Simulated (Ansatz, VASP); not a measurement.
HfB3N in VASP and in Ansatz

```
CELL_PARAMETERS angstrom
4.46015 0.00000 0.00000
0.00000 4.46015 0.00000
0.00000 0.00000 4.46015
ATOMIC_POSITIONS crystal
Hf 0.00000 0.00000 0.00000
B 0.00000 0.00000 0.50000
B 0.50000 0.00000 0.00000
B 0.00000 0.50000 0.00000
N 0.50000 0.50000 0.50000
```

Alike in both runs: task single point; functional PBE; k mesh 8 × 8 × 8; occupations gaussian, width 0.1 eV; no spin polarisation.

|  | VASP | Ansatz |
| --- | --- | --- |
| version | VASP 6.6.1 | Ansatz 0.2.0 |
| potentials or method | VASP PAW PBE potentials, release 64 (Hf_pv, B, N), cutoff 520 eV | scalar-relativistic, plane waves, PAW |
| valence electrons in the cell | 24 | 40 |

Ansatz gave:

- gap on the k mesh at the Fermi level (eV): none
- pressure (GPa): 0.0

Question: Which values does VASP return?

Answer: gap on the k mesh at the Fermi level (eV): none; pressure (GPa): 0.6.

A gap of «none» marks a metal or a gap that the smearing closes. VASP's potentials hold 24 valence electrons a cell and Ansatz's 40, so a difference there can come from the potentials and not from the codes.

Neither program's run includes spin-orbit coupling.
